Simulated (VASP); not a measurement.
# AlNi (P4/mmm) in VASP: notebook

AlNi is run at these levels: PBEsol; tasks: single point.

All numbers are computed with VASP 6.6.1; they aren't measurements. Logs are shortened: lines on timing, memory, paths and dates and some standing lists are left out, and cuts for length are marked.

### Step 1. The cell of the first run

The structure is tetragonal, space group P4/mmm (No. 123). The conventional cell has a = 3.130 Å, b = 3.130 Å, c = 2.441 Å, α = 90.00°, β = 90.00°, γ = 90.00°. Al (site symmetry 4/mmm) has 6 Al at 2.44 to 3.13 Å and 8 Ni at 2.53 Å within 3.2 Å. Within 3.2 Å of Ni (site symmetry 4/mmm) lie 6 Ni at 2.44 to 3.13 Å and 8 Al at 2.53 Å.

### Step 2. Single point, PBEsol

File INCAR:

```
SYSTEM = AlNi
PREC = Accurate
ENCUT = 520
EDIFF = 1E-7
ISMEAR = 0
SIGMA = 0.15
LREAL = .False.
LASPH = .True.
NELM = 60
ALGO = Fast
ISIF = 2
LWAVE = .False.
LCHARG = .False.
GGA = PS
NBANDS = 14
```

File KPOINTS:

```
Automatic mesh
0
Gamma
  18 18 18
  0 0 0
```

File POSCAR:

```
AlNi
1.0
    3.1297649604      0.0000000000      0.0000000000
    0.0000000000      3.1297649604      0.0000000000
    0.0000000000      0.0000000000      2.4412166691
Al Ni
1 1
Direct
    0.0000000000      0.0000000000      0.0000000000
    0.5000000000      0.5000000000      0.5000000000
```

Potentials or basis: VASP PAW PBE potentials, release 64 (Al, Ni).

Command:

```console
> cat potpaw_PBE.64/Al/POTCAR potpaw_PBE.64/Ni/POTCAR > POTCAR
> mpirun -np 1 vasp_std > vasp.out
```

OUTCAR:

```text
SYSTEM = AlNi
   PREC = Accurate
   ENCUT = 520
   EDIFF = 1E-7
   ISMEAR = 0
   LREAL = .False.
   LASPH = .True.
   NELM = 60
   ISIF = 2
   GGA = PS

 ion  position               nearest neighbor table
   1  0.000  0.000  0.000-   2 2.53   2 2.53   2 2.53   2 2.53   2 2.53   2 2.53   2 2.53   2 2.53

   2  0.500  0.500  0.500-   1 2.53   1 2.53   1 2.53   1 2.53   1 2.53   1 2.53   1 2.53   1 2.53

  LATTYP: Found a simple tetragonal cell.
 ALAT       =     3.1297649604
 C/A-ratio  =     0.7800000000

  Lattice vectors:

 A1 = (   3.1297649604,   0.0000000000,   0.0000000000)
 A2 = (   0.0000000000,   3.1297649604,   0.0000000000)
 A3 = (   0.0000000000,   0.0000000000,   2.4412166691)

Analysis of symmetry for initial positions (statically):
=====================================================================
 Subroutine PRICEL returns:
 Original cell was already a primitive cell.

 Routine SETGRP: Setting up the symmetry group for a
 simple tetragonal supercell.

 Subroutine GETGRP returns: Found 16 space group operations
 (whereof 16 operations were pure point group operations)
 out of a pool of 16 trial point group operations.

The static configuration has the point symmetry D_4h.

Analysis of symmetry for dynamics (positions and initial velocities):
=====================================================================
 Subroutine PRICEL returns:
 Original cell was already a primitive cell.

 Routine SETGRP: Setting up the symmetry group for a
 simple tetragonal supercell.

 Subroutine GETGRP returns: Found 16 space group operations
 (whereof 16 operations were pure point group operations)
 out of a pool of 16 trial point group operations.

The dynamic configuration has the point symmetry D_4h.

 Subroutine INISYM returns: Found 16 space group operations
 (whereof 16 operations are pure point group operations),
 and found     1 'primitive' translations

----------------------------------------------------------------------------------------

                                     Primitive cell

  volume of cell :      23.9128

  direct lattice vectors                    reciprocal lattice vectors
     3.129764960  0.000000000  0.000000000     0.319512811  0.000000000  0.000000000
     0.000000000  3.129764960  0.000000000     0.000000000  0.319512811  0.000000000
     0.000000000  0.000000000  2.441216669     0.000000000  0.000000000  0.409631809

  length of vectors
     3.129764960  3.129764960  2.441216669     0.319512811  0.319512811  0.409631809

  position of ions in fractional coordinates (direct lattice)
     0.000000000  0.000000000  0.000000000
     0.500000000  0.500000000  0.500000000

  ion indices of the primitive-cell ions
   primitive index   ion index
                 1           1
                 2           2

----------------------------------------------------------------------------------------

 KPOINTS: Automatic mesh

Automatic generation of k-mesh.
 Grid dimensions read from file:
 generate k-points for:   18   18   18

 Generating k-lattice:

  Cartesian coordinates                     Fractional coordinates (reciprocal lattice)
     0.017750712  0.000000000  0.000000000     0.055555556  0.000000000  0.000000000
     0.000000000  0.017750712  0.000000000     0.000000000  0.055555556  0.000000000
     0.000000000  0.000000000  0.022757323     0.000000000  0.000000000  0.055555556

  Length of vectors
     0.017750712  0.017750712  0.022757323

  Shift w.r.t. Gamma in fractional coordinates (k-lattice)
     0.000000000  0.000000000  0.000000000

 Subroutine IBZKPT returns following result:
 ===========================================

 Found    550 irreducible k-points:

 Following reciprocal coordinates:
            Coordinates               Weight
  0.000000  0.000000  0.000000      1.000000
  0.055556  0.000000  0.000000      4.000000
  0.111111  0.000000  0.000000      4.000000
  0.166667  0.000000  0.000000      4.000000
  0.222222  0.000000  0.000000      4.000000
  0.277778  0.000000  0.000000      4.000000
[... 16 lines left out ...]
  0.277778  0.111111  0.000000      8.000000
  0.333333  0.111111  0.000000      8.000000
 [... further k-points ...]
   k-points           NKPTS =    550   k-points in BZ     NKDIM =    550   number of bands    NBANDS=     14
   number of dos      NEDOS =    301   number of ions     NIONS =      2
   total plane-waves  NPLWV =  10368
   dimension x,y,z NGX =    24 NGY =   24 NGZ =   18
   dimension x,y,z NGXF=    48 NGYF=   48 NGZF=   36
   ions per type =               1   1
   NGX,Y,Z   is equivalent  to a cutoff of  12.75, 12.75, 12.26 a.u.
   NGXF,Y,Z  is equivalent  to a cutoff of  25.50, 25.50, 24.52 a.u.
 SYSTEM =  AlNi
   PREC   = accura    normal or accurate (medium, high low for compatibility)
   ISTART =      0    job   : 0-new  1-cont  2-samecut
   ICHARG =      2    charge: 1-file 2-atom 10-const
   ISPIN  =      1    spin polarized calculation?
   LNONCOLLINEAR =      F non collinear calculations
   LSORBIT =      F    spin-orbit coupling
   LASPH  =      T    aspherical Exc in radial PAW
   ENCUT  =  520.0 eV  38.22 Ry    6.18 a.u.   5.82  5.82  4.54*2*pi/ulx,y,z
   NELM   =     60;   NELMIN=  2; NELMDL= -5     # of ELM steps
   EDIFF  = 0.1E-06   stopping-criterion for ELM
   LREAL  =      F    real-space projection
   EDIFFG = 0.1E-05   stopping-criterion for IOM
   NSW    =      0    number of steps for IOM
   IBRION =     -1    ionic relax: 0-MD 1-quasi-New 2-CG
   NFREE  =      0    steps in history (QN), initial steepest desc. (CG)
   ISIF   =      2    stress and relaxation
   ISYM   =      2    0-nonsym 1-usesym 2-fastsym
   POTIM  = 0.5000    time-step for ionic-motion
   TEBEG  =    0.0;   TEEND  =   0.0 temperature during run
   PSTRESS=    0.0 pullay stress
   NELECT =      13.0000    total number of electrons
   NUPDOWN=      -1.0000    fix difference up-down
   EMIN   =  10.00;   EMAX   =-10.00  energy-range for DOS
   EFERMI =   0.00;   METHOD = LEGACY
   ISMEAR =     0;   SIGMA  =   0.15  broadening in eV -4-tet -1-fermi 0-gaus
   EFERMI_NEDOS =   21; number of points for ismear=-14 and -15
   IALGO  =     68    algorithm
   IMIX   =      4    mixing-type and parameters
     AMIX     =   0.40;   BMIX     =  1.00
     AMIX_MAG =   1.60;   BMIX_MAG =  1.00
  volume/ion in A,a.u.               =      11.96        80.69
  Fermi-wavevector in a.u.,A,eV,Ry     =   1.336122  2.524904 24.289410  1.785221
  Thomas-Fermi vector in A             =   2.464773
   LORBIT       =      0    0 simple, 1 ext, 2 COOP (PROOUT), +10 PAW based schemes
   GGA     = PS    functional components
   LHFCALC =     F    Hartree Fock is set to
   AEXX    =    0.0000 exact exchange contribution
   IVDW    =     0    specifies the selected vdW correction
   LEPSILON=     F    determine dielectric tensor
   LRPA    =     F    only Hartree local field effects (RPA)
 non-spin polarized calculation
 RMM-DIIS sequential band-by-band and
 Gauss-broadening in eV      SIGMA  =   0.15
  energy-cutoff  :      520.00
  volume of cell :       23.91
 maximum number of plane-waves:       660
 NGX is ok and might be reduce to    24
   NGX = 11   NGY = 11   NGZ =  9

 number of electron      13.0000000 magnetization

 Free energy of the ion-electron system (eV)
  ---------------------------------------------------
  ext. energy  EPLUGINS =         0.00000000
  ---------------------------------------------------
  free energy    TOTEN  =       -11.17089954 eV

  energy without entropy =      -11.16289744  energy(sigma->0) =      -11.16689849

 E-fermi :   9.8929     XC(G=0): -12.1582

 val. band max:        9.8833590609   @ k =   0.3889   0.3889   0.2222
 cond. band min:       9.8945784374   @ k =   0.4444   0.2222   0.5000
 fundamental gap:      0.0112193765
 Fermi energy:         9.8929051462

 k-point     1 :       0.0000    0.0000    0.0000
  band No.  band energies     occupation
      1      -1.2777      2.00000
      2       6.4228      2.00000
      3       6.5386      2.00000
      4       7.8866      2.00000
      5       8.7488      2.00000
      6       8.7488      2.00000
      7      12.6423      0.00000
      8      12.6423      0.00000
      9      16.6039      0.00000
     10      16.8972      0.00000
     11      22.4656      0.00000
     12      26.1099      0.00000
     13      27.1331      0.00000
     14      28.5666      0.00000

 k-point     2 :       0.0556    0.0000    0.0000
  band No.  band energies     occupation
      1      -1.2297      2.00000
      2       6.4193      2.00000
      3       6.5305      2.00000
      4       7.8571      2.00000
      5       8.7423      2.00000
      6       8.7497      2.00000
      7      12.2449      0.00000
      8      12.7192      0.00000
      9      16.7147      0.00000
     10      17.2655      0.00000
     11      22.5164      0.00000
     12      26.0404      0.00000
     13      26.2466      0.00000
     14      28.3860      0.00000

 k-point     3 :       0.1111    0.0000    0.0000
  band No.  band energies     occupation
      1      -1.0860      2.00000
      2       6.3794      2.00000
      3       6.5234      2.00000
      4       7.7756      2.00000
      5       8.7237      2.00000
      6       8.7524      2.00000
      7      11.3962      0.00000
      8      12.9430      0.00000
      9      16.7438      0.00000
     10      18.3344      0.00000
     11      22.6680      0.00000
     12      24.9592      0.00000
     13      25.7844      0.00000
     14      28.0859      0.00000

 k-point     4 :       0.1667    0.0000    0.0000
  band No.  band energies     occupation
      1      -0.8479      2.00000
      2       6.2387      2.00000
      3       6.5436      2.00000
      4       7.6591      2.00000
      5       8.6955      2.00000
      6       8.7566      2.00000
      7      10.4924      0.00000
      8      13.2969      0.00000
      9      16.7512      0.00000
     10      19.6607      0.00000
     11      22.9174      0.00000
     12      23.6916      0.00000
     13      25.3006      0.00000
     14      27.9920      0.00000

 k-point     5 :       0.2222    0.0000    0.0000
  band No.  band energies     occupation
      1      -0.5174      2.00000
      2       5.9450      2.00000
      3       6.5807      2.00000
      4       7.5280      2.00000
      5       8.6612      2.00000
      6       8.7617      2.00000
      7       9.7262      1.88403
      8      13.7609      0.00000
      9      16.7550      0.00000
     10      21.0410      0.00000
     11      22.4797      0.00000
[... 276 lines left out ...]
 k-point    22 :       0.2222    0.1111    0.0000
  band No.  band energies     occupation
      1      -0.3321      2.00000
      2       6.0162      2.00000
      3       6.5338      2.00000
      4       7.3683      2.00000
      5       8.6649      2.00000
      6       8.7367      2.00000
      7       9.9321      0.71139
      8      12.3351      0.00000
      9      18.2416      0.00000
     10      20.5469      0.00000
     11      21.5859      0.00000
     12      23.4581      0.00000
     13      26.4337      0.00000
     14      28.6569      0.00000

 k-point    23 :       0.2778    0.1111    0.0000
  band No.  band energies     occupation
      1       0.0836      2.00000
      2       5.5497      2.00000
      3       6.5897      2.00000
      4       7.2573      2.00000
      5       8.6288      2.00000
      6       8.7422      2.00000
      7       9.3467      2.00000
      8      12.7897      0.00000
      9      17.9909      0.00000
     10      20.1452      0.00000
     11      22.6559      0.00000
     12      23.8869      0.00000
     13      25.9177      0.00000
     14      28.9340      0.00000

 k-point    24 :       0.3333    0.1111    0.0000
  band No.  band energies     occupation
      1       0.5820      2.00000
      2       4.9122      2.00000
      3       6.6421      2.00000
      4       7.1742      2.00000
      5       8.5953      2.00000
      6       8.7473      2.00000
      7       8.9808      2.00000
      8      13.3049      0.00000
      9      17.4684      0.00000
     10      19.8551      0.00000
     11      23.7801      0.00000
     12      24.3977      0.00000
     13      25.3928      0.00000
     14      28.9251      0.00000

 [... further k-points ...]

------------------------ aborting loop because EDIFF is reached ----------------------------------------

  FORCE on cell =-STRESS in cart. coord.  units (eV):
  Direction    XX          YY          ZZ          XY          YZ          ZX
  --------------------------------------------------------------------------------------
  -------------------------------------------------------------------------------------
  Total       -1.7890588     -1.7890588      4.9314730      0.0000000     -0.0000000      0.0000000
  in kB     -119.8685998   -119.8685998    330.4132613      0.0000000     -0.0000000      0.0000000
  external PRESSURE =      30.2253539 kB  Pullay stress =       0.0000000 kB

 VOLUME and BASIS-vectors are now :
 -----------------------------------------------------------------------------
  energy-cutoff  :      520.00
  volume of cell :       23.91
      direct lattice vectors                 reciprocal lattice vectors
     3.129764960  0.000000000  0.000000000     0.319512811  0.000000000  0.000000000
     0.000000000  3.129764960  0.000000000     0.000000000  0.319512811  0.000000000
     0.000000000  0.000000000  2.441216669     0.000000000  0.000000000  0.409631809

 POSITION                                       TOTAL-FORCE (eV/Angst)
 -----------------------------------------------------------------------------------
      0.00000      0.00000      0.00000         0.000000      0.000000      0.000000
      1.56488      1.56488      1.22061         0.000000      0.000000      0.000000
 -----------------------------------------------------------------------------------
    total drift:                                0.000000     -0.000000     -0.000000

  FREE ENERGIE OF THE ION-ELECTRON SYSTEM (eV)
  ---------------------------------------------------
  free  energy   TOTEN  =       -11.1708995366 eV

  energy  without entropy=      -11.1628974439  energy(sigma->0) =      -11.16689849
```

Wall time 3.1 min (1 thread of Intel Xeon 8259CL, shared host); peak memory 0.29 GiB.

Results:

```yaml
Free_energy: -11.1709 eV
Pressure: 3.0 GPa
Band_gap_on_the_k_mesh: zero (an odd number of electrons rules out a gap without spin polarisation)
```

Stress tensor (GPa, compression positive):
```
-11.99   0.00   0.00
  0.00 -11.99   0.00
  0.00   0.00  33.04
```

Caveat: the cell stands under pressure; the PAW data sets were made with another functional, which shifts forces and pressure a little.

[end of part 1 of 2]
